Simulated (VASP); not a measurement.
A run of VASP 6.6.1 is set up as follows.

File INCAR:

```
PREC = Accurate ; ENCUT = 520
EDIFF = 1E-7 ; ISMEAR = -1
SIGMA = 0.1 ; LREAL = F
LASPH = T ; NELM = 100
ALGO = Normal ; ISIF = 2
LWAVE = F ; LCHARG = F
GGA = PE ; NBANDS = 28
```

Contents of KPOINTS:

```
Automatic mesh
0
Gamma
  9 9 14
```

File POSCAR:

```
W
1.0
    4.8673590597      0.0000000000      0.0000000000
   -2.4336795299      4.2152565950      0.0000000000
    0.0000000000      0.0000000000      2.7101347959
W
3
Direct
    0.0000000000      1.0000000000      0.0000000000
    0.3333333333      0.6666666667      0.5000000000
    0.6666666667      0.3333333333      0.5000000000
```

Potentials or basis: VASP PAW PBE potentials, release 64 (W_sv).

The run is started by

```console
$ cat potpaw_PBE.64/W_sv/POTCAR > POTCAR
$ mpirun -np 1 vasp_std > vasp.out
```

(1) Estimate the pressure.

(2) Predict the band gap on the k mesh.

Results:

(1) -24.3 GPa.

(2) zero (bands 21 and 22 overlap by 0.75 eV).

Caveat: the cell stands under tension; spin-orbit coupling is left out, which moves the levels of the heavy elements.
